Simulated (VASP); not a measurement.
Here is a VASP 6.6.1 calculation.

INCAR

```
PREC     = Accurate       # precision mode
ENCUT    = 500            # plane-wave cutoff, eV
EDIFF    = 1E-6           # SCF threshold, eV
ISMEAR   = 0              # smearing method
SIGMA    = 0.01           # smearing width, eV
LREAL    = F              # projectors in reciprocal space
LASPH    = T              # aspherical terms in the spheres
NELM     = 120            # most SCF steps
ALGO     = Normal         # electronic algorithm
ISIF     = 2              # what is computed and relaxed
LWAVE    = F              # write WAVECAR
LCHARG   = F              # write CHGCAR
GGA      = PE             # functional
NBANDS   = 16             # bands
GGA_COMPAT= F
```

Contents of KPOINTS:

```
Automatic mesh
0
Gamma
  3 3 3
```

The input POSCAR:

```
HgTe
1.0
    0.0147153923      3.2057591887      3.1223486714
    3.2059189216     -0.0272644073      3.1643284710
    3.2170403239      3.2588703738     -0.0383957929
Hg Te
1 1
Direct
    0.0015000000      0.9970100000      0.0008700000
    0.2536100000      0.2585600000      0.2402600000
```

Potentials or basis: VASP PAW PBE potentials, release 64 (Hg, Te).

Command:

```console
$ cat potpaw_PBE.64/Hg/POTCAR potpaw_PBE.64/Te/POTCAR > POTCAR
$ mpirun -np 1 vasp_std > vasp.out
```

Problem. Estimate the largest force.

Solution. 0.298 eV/Å.

Problem. Estimate the band gap on the k mesh.

Solution. 0.04 eV, direct.

Problem. Estimate the pressure.

Solution. 6.8 GPa.

Forces in eV/Å, atoms in the order of the input:
```
Hg  -0.173 -0.089  0.226
Te   0.173  0.089 -0.226
```

Caveat: the k points lie up to 0.57 Å⁻¹ apart; spin-orbit coupling is left out, which moves the levels of the heavy elements.
